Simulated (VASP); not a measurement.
# Ga2O3 (C2/m) in VASP: single point with PBE

Aim: the single point of Ga2O3 with PBE.

Everything below comes from runs of VASP 6.6.1. Logs are shortened: lines on timing, memory, paths and dates and some standing lists are left out, and cuts for length are marked.

## (1) The cell of the first run

Symmetry: C2/m, No. 12, monoclinic system. Conventional cell: a = 12.214 Å, b = 3.037 Å, c = 5.798 Å, α = 90.00°, β = 103.83°, γ = 90.00°. Within 2.4 Å of Ga (site symmetry m) lie 4 O at 1.84 to 1.87 Å. Ga (site symmetry m) has 6 O at 1.93 to 2.07 Å within 2.6 Å. O (site symmetry m) has 3 Ga at 1.84 to 1.95 Å within 2.4 Å. O (site symmetry m) has 4 Ga at 1.87 to 2.07 Å within 2.5 Å. Within 2.4 Å of O (site symmetry m) lie 3 Ga at 1.84 to 1.93 Å.

## (2) Single point, PBE

The input, INCAR:

```
  PREC = Accurate
  ENCUT = 520
  EDIFF = 1E-6
  ISMEAR = 0
  SIGMA = 0.01
  LREAL = False
  LASPH = True
  NELM = 60
  ALGO = Normal
  ISIF = 2
  LWAVE = False
  LCHARG = False
  GGA = PE
  NBANDS = 55
```

The input, KPOINTS:

```
Automatic mesh
0
Gamma
  6 6 4
```

The input, POSCAR:

```
Ga2O3
1.0
    6.1070000000     -1.5185500000      0.0000000000
    6.1070000000      1.5185500000      0.0000000000
   -1.3859889000      0.0000000000      5.6300087400
Ga O
4 6
Direct
    0.0914598660      0.0914598660      0.7957077381
    0.9085401340      0.9085401340      0.2042922619
    0.6592288902      0.6592288902      0.3132795334
    0.3407711098      0.3407711098      0.6867204666
    0.1689990101      0.1689990101      0.1089626188
    0.8310009899      0.8310009899      0.8910373812
    0.1722131895      0.1722131895      0.5602008701
    0.8277868105      0.8277868105      0.4397991299
    0.4964456801      0.4964456801      0.2536350024
    0.5035543199      0.5035543199      0.7463649976
```

Potentials or basis: VASP PAW PBE potentials, release 64 (Ga_d, O).

Run with:

```console
cat potpaw_PBE.64/Ga_d/POTCAR potpaw_PBE.64/O/POTCAR > POTCAR
mpirun -np 1 vasp_std > vasp.out
```

OUTCAR:

```text
PREC = Accurate
   ENCUT = 520
   EDIFF = 1E-6
   ISMEAR = 0
   LREAL = False
   LASPH = True
   NELM = 60
   ISIF = 2
   GGA = PE

 ion  position               nearest neighbor table
   1  0.091  0.091  0.796-   5 1.84  10 1.84  10 1.84   7 1.87
   2  0.909  0.909  0.204-   6 1.84   9 1.84   9 1.84   8 1.87
   3  0.659  0.659  0.313-   9 1.93   5 1.95   5 1.95   8 2.01   7 2.07   7 2.07
   4  0.341  0.341  0.687-  10 1.93   6 1.95   6 1.95   7 2.01   8 2.07   8 2.07
   5  0.169  0.169  0.109-   1 1.84   3 1.95   3 1.95
   6  0.831  0.831  0.891-   2 1.84   4 1.95   4 1.95
   7  0.172  0.172  0.560-   1 1.87   4 2.01   3 2.07   3 2.07
   8  0.828  0.828  0.440-   2 1.87   3 2.01   4 2.07   4 2.07
   9  0.496  0.496  0.254-   2 1.84   2 1.84   3 1.93
  10  0.504  0.504  0.746-   1 1.84   1 1.84   4 1.93

  LATTYP: Found a base centered monoclinic cell.
 ALAT       =    12.2140000000
 B/A-ratio  =     0.2486572785
 C/A-ratio  =     0.4747093502
 COS(beta)  =    -0.2390419102

  Lattice vectors:

 A1 = (   6.1070000000,  -1.5185500000,   0.0000000000)
 A2 = (   6.1070000000,   1.5185500000,   0.0000000000)
 A3 = (  -1.3859889000,   0.0000000000,   5.6300087400)

Analysis of symmetry for initial positions (statically):
=====================================================================
 Subroutine PRICEL returns:
 Original cell was already a primitive cell.

 Routine SETGRP: Setting up the symmetry group for a
 base centered monoclinic supercell.

 Subroutine GETGRP returns: Found  4 space group operations
 (whereof  4 operations were pure point group operations)
 out of a pool of  4 trial point group operations.

The static configuration has the point symmetry C_2h.

Analysis of symmetry for dynamics (positions and initial velocities):
=====================================================================
 Subroutine PRICEL returns:
 Original cell was already a primitive cell.

 Routine SETGRP: Setting up the symmetry group for a
 base centered monoclinic supercell.

 Subroutine GETGRP returns: Found  4 space group operations
 (whereof  4 operations were pure point group operations)
 out of a pool of  4 trial point group operations.

The dynamic configuration has the point symmetry C_2h.

 Subroutine INISYM returns: Found  4 space group operations
 (whereof  4 operations are pure point group operations),
 and found     1 'primitive' translations

----------------------------------------------------------------------------------------

                                     Primitive cell

  volume of cell :     104.4230

  direct lattice vectors                    reciprocal lattice vectors
     6.107000000 -1.518550000  0.000000000     0.081873260 -0.329261467  0.020155462
     6.107000000  1.518550000  0.000000000     0.081873260  0.329261467  0.020155462
    -1.385988900  0.000000000  5.630008740     0.000000000  0.000000000  0.177619618

  length of vectors
     6.292967750  6.292967750  5.798100003     0.339886138  0.339886138  0.177619618

  position of ions in fractional coordinates (direct lattice)
     0.091459866  0.091459866  0.795707738
     0.908540134  0.908540134  0.204292262
     0.659228890  0.659228890  0.313279533
     0.340771110  0.340771110  0.686720467
     0.168999010  0.168999010  0.108962619
     0.831000990  0.831000990  0.891037381
     0.172213189  0.172213189  0.560200870
     0.827786811  0.827786811  0.439799130
     0.496445680  0.496445680  0.253635002
     0.503554320  0.503554320  0.746364998

  ion indices of the primitive-cell ions
   primitive index   ion index
                 1           1
                 2           2
                 3           3
                 4           4
                 5           5
                 6           6
                 7           7
                 8           8
                 9           9
                10          10

----------------------------------------------------------------------------------------

 KPOINTS: Automatic mesh

Automatic generation of k-mesh.
 Grid dimensions read from file:
 generate k-points for:    6    6    4

 Generating k-lattice:

  Cartesian coordinates                     Fractional coordinates (reciprocal lattice)
     0.013645543 -0.054876911  0.003359244     0.166666667 -0.000000000  0.000000000
     0.013645543  0.054876911  0.003359244    -0.000000000  0.166666667  0.000000000
     0.000000000  0.000000000  0.044404904     0.000000000  0.000000000  0.250000000

  Length of vectors
     0.056647690  0.056647690  0.044404904

  Shift w.r.t. Gamma in fractional coordinates (k-lattice)
     0.000000000  0.000000000  0.000000000

 Subroutine IBZKPT returns following result:
 ===========================================

 Found     47 irreducible k-points:

 Following reciprocal coordinates:
            Coordinates               Weight
  0.000000  0.000000  0.000000      1.000000
  0.166667  0.000000  0.000000      4.000000
  0.333333  0.000000  0.000000      4.000000
  0.500000  0.000000 -0.000000      2.000000
  0.166667  0.166667  0.000000      2.000000
  0.333333  0.166667 -0.000000      4.000000
[... 16 lines left out ...]
 -0.333333  0.166667  0.250000      4.000000
 -0.166667  0.166667  0.250000      4.000000
 [... further k-points ...]
   k-points           NKPTS =     47   k-points in BZ     NKDIM =     47   number of bands    NBANDS=     55
   number of dos      NEDOS =    301   number of ions     NIONS =     10
   total plane-waves  NPLWV = 110592
   dimension x,y,z NGX =    48 NGY =   48 NGZ =   48
   dimension x,y,z NGXF=    96 NGYF=   96 NGZF=   96
   ions per type =               4   6
   NGX,Y,Z   is equivalent  to a cutoff of  12.68, 12.68, 13.76 a.u.
   NGXF,Y,Z  is equivalent  to a cutoff of  25.36, 25.36, 27.53 a.u.
 SYSTEM =  unknown system
   PREC   = accura    normal or accurate (medium, high low for compatibility)
   ISTART =      0    job   : 0-new  1-cont  2-samecut
   ICHARG =      2    charge: 1-file 2-atom 10-const
   ISPIN  =      1    spin polarized calculation?
   LNONCOLLINEAR =      F non collinear calculations
   LSORBIT =      F    spin-orbit coupling
   LASPH  =      T    aspherical Exc in radial PAW
   ENCUT  =  520.0 eV  38.22 Ry    6.18 a.u.  11.70 11.70 10.78*2*pi/ulx,y,z
   NELM   =     60;   NELMIN=  2; NELMDL= -5     # of ELM steps
   EDIFF  = 0.1E-05   stopping-criterion for ELM
   LREAL  =      F    real-space projection
   EDIFFG = 0.1E-04   stopping-criterion for IOM
   NSW    =      0    number of steps for IOM
   IBRION =     -1    ionic relax: 0-MD 1-quasi-New 2-CG
   NFREE  =      0    steps in history (QN), initial steepest desc. (CG)
   ISIF   =      2    stress and relaxation
   ISYM   =      2    0-nonsym 1-usesym 2-fastsym
   POTIM  = 0.5000    time-step for ionic-motion
   TEBEG  =    0.0;   TEEND  =   0.0 temperature during run
   PSTRESS=    0.0 pullay stress
   NELECT =      88.0000    total number of electrons
   NUPDOWN=      -1.0000    fix difference up-down
   EMIN   =  10.00;   EMAX   =-10.00  energy-range for DOS
   EFERMI =   0.00;   METHOD = LEGACY
   ISMEAR =     0;   SIGMA  =   0.01  broadening in eV -4-tet -1-fermi 0-gaus
   EFERMI_NEDOS =   21; number of points for ismear=-14 and -15
   IALGO  =     38    algorithm
   IMIX   =      4    mixing-type and parameters
     AMIX     =   0.40;   BMIX     =  1.00
     AMIX_MAG =   1.60;   BMIX_MAG =  1.00
  volume/ion in A,a.u.               =      10.44        70.47
  Fermi-wavevector in a.u.,A,eV,Ry     =   1.546335  2.922150 32.533613  2.391153
  Thomas-Fermi vector in A             =   2.651586
   LORBIT       =      0    0 simple, 1 ext, 2 COOP (PROOUT), +10 PAW based schemes
   GGA     = PE    functional components
   LHFCALC =     F    Hartree Fock is set to
   AEXX    =    0.0000 exact exchange contribution
   IVDW    =     0    specifies the selected vdW correction
   LEPSILON=     F    determine dielectric tensor
   LRPA    =     F    only Hartree local field effects (RPA)
 non-spin polarized calculation
 Gauss-broadening in eV      SIGMA  =   0.01
  energy-cutoff  :      520.00
  volume of cell :      104.42
 maximum number of plane-waves:      2846
   NGX = 23   NGY = 23   NGZ = 21

 number of electron      88.0000014 magnetization

 Free energy of the ion-electron system (eV)
  ---------------------------------------------------
  ext. energy  EPLUGINS =         0.00000000
  ---------------------------------------------------
  free energy    TOTEN  =       -59.52106281 eV

  energy without entropy =      -59.52106281  energy(sigma->0) =      -59.52106281

 E-fermi :   3.9585     XC(G=0): -11.6550

 val. band max:        3.8943701005   @ k =   0.5000   0.5000   0.5000
 cond. band min:       6.2815029395   @ k =   0.0000   0.0000   0.0000
 fundamental gap:      2.3871328390
 Fermi energy:         3.9585161929

 k-point     1 :       0.0000    0.0000    0.0000
  band No.  band energies     occupation
      1     -15.0319      2.00000
      2     -13.8343      2.00000
      3     -13.8222      2.00000
      4     -13.7057      2.00000
      5     -13.2416      2.00000
      6     -13.2322      2.00000
[... 47 lines left out ...]
     54      16.2513      0.00000
     55      16.4439      0.00000

 k-point     2 :       0.1667    0.0000    0.0000
  band No.  band energies     occupation
      1     -14.8197      2.00000
      2     -13.8175      2.00000
      3     -13.7555      2.00000
      4     -13.5845      2.00000
      5     -13.2431      2.00000
      6     -13.2297      2.00000
[... 47 lines left out ...]
     54      15.0863      0.00000
     55      15.1409      0.00000

 k-point     3 :       0.3333    0.0000    0.0000
  band No.  band energies     occupation
      1     -14.2982      2.00000
      2     -13.7331      2.00000
      3     -13.6121      2.00000
      4     -13.4893      2.00000
      5     -13.2289      2.00000
      6     -13.2171      2.00000
[... 1152 lines left out ...]
 k-point    23 :      -0.3333    0.1667    0.2500
  band No.  band energies     occupation
      1     -13.8234      2.00000
      2     -13.6946      2.00000
      3     -13.6237      2.00000
      4     -13.5134      2.00000
      5     -13.2419      2.00000
      6     -13.2281      2.00000
[... 47 lines left out ...]
     54      15.6514      0.00000
     55      15.9076      0.00000

 k-point    24 :      -0.1667    0.1667    0.2500
  band No.  band energies     occupation
      1     -14.2602      2.00000
      2     -13.7266      2.00000
      3     -13.6213      2.00000
      4     -13.4899      2.00000
      5     -13.2889      2.00000
      6     -13.2006      2.00000
[... 47 lines left out ...]
     54      15.0456      0.00000
     55      15.5852      0.00000

 [... further k-points ...]

------------------------ aborting loop because EDIFF is reached ----------------------------------------

  FORCE on cell =-STRESS in cart. coord.  units (eV):
  Direction    XX          YY          ZZ          XY          YZ          ZX
  --------------------------------------------------------------------------------------
  -------------------------------------------------------------------------------------
  Total        5.5764691      6.0817141      5.9039285      0.0000000      0.0000000      0.1180735
  in kB       85.5605963     93.3126461     90.5848551      0.0000000      0.0000000      1.8116187
  external PRESSURE =      89.8193658 kB  Pullay stress =       0.0000000 kB

 VOLUME and BASIS-vectors are now :
 -----------------------------------------------------------------------------
  energy-cutoff  :      520.00
  volume of cell :      104.42
      direct lattice vectors                 reciprocal lattice vectors
     6.107000000 -1.518550000  0.000000000     0.081873260 -0.329261467  0.020155462
     6.107000000  1.518550000  0.000000000     0.081873260  0.329261467  0.020155462
    -1.385988900  0.000000000  5.630008740     0.000000000  0.000000000  0.177619618

 POSITION                                       TOTAL-FORCE (eV/Angst)
 -----------------------------------------------------------------------------------
      0.01425      0.00000      4.47984         0.003761      0.000000      0.006411
     10.81376      0.00000      1.15017        -0.003761      0.000000     -0.006411
      7.61762      0.00000      1.76377        -0.013107      0.000000     -0.006605
      3.21039      0.00000      3.86624         0.013107      0.000000      0.006605
      1.91313      0.00000      0.61346         0.021065      0.000000     -0.020696
      8.91488      0.00000      5.01655        -0.021065      0.000000      0.020696
      1.32698      0.00000      3.15394        -0.017280      0.000000      0.003901
      9.50103      0.00000      2.47607         0.017280      0.000000     -0.003901
      5.71205      0.00000      1.42797         0.001591      0.000000      0.004187
      5.11596      0.00000      4.20204        -0.001591      0.000000     -0.004187
 -----------------------------------------------------------------------------------
    total drift:                                0.000000     -0.000000     -0.000000

  FREE ENERGIE OF THE ION-ELECTRON SYSTEM (eV)
  ---------------------------------------------------
  free  energy   TOTEN  =       -59.5210628089 eV

  energy  without entropy=      -59.5210628089  energy(sigma->0) =      -59.52106281
```

Run time: 8.1 min. Hardware: 1 thread of Oxide Virtual Turin-like, shared host; peak memory 0.4 GiB.

Results:

```yaml
Free_energy: -59.5211 eV
Pressure: 9.0 GPa
Largest_force: 0.030 eV/Å
Band_gap_on_the_k_mesh: 2.39 eV, indirect (least direct gap 2.40 eV)
```

Forces in eV/Å, atoms in the order of the input:
```
Ga   0.004  0.000  0.006
Ga  -0.004  0.000 -0.006
Ga  -0.013  0.000 -0.007
Ga   0.013  0.000  0.007
O    0.021  0.000 -0.021
O   -0.021  0.000  0.021
O   -0.017  0.000  0.004
O    0.017  0.000 -0.004
O    0.002  0.000  0.004
O   -0.002  0.000 -0.004
```
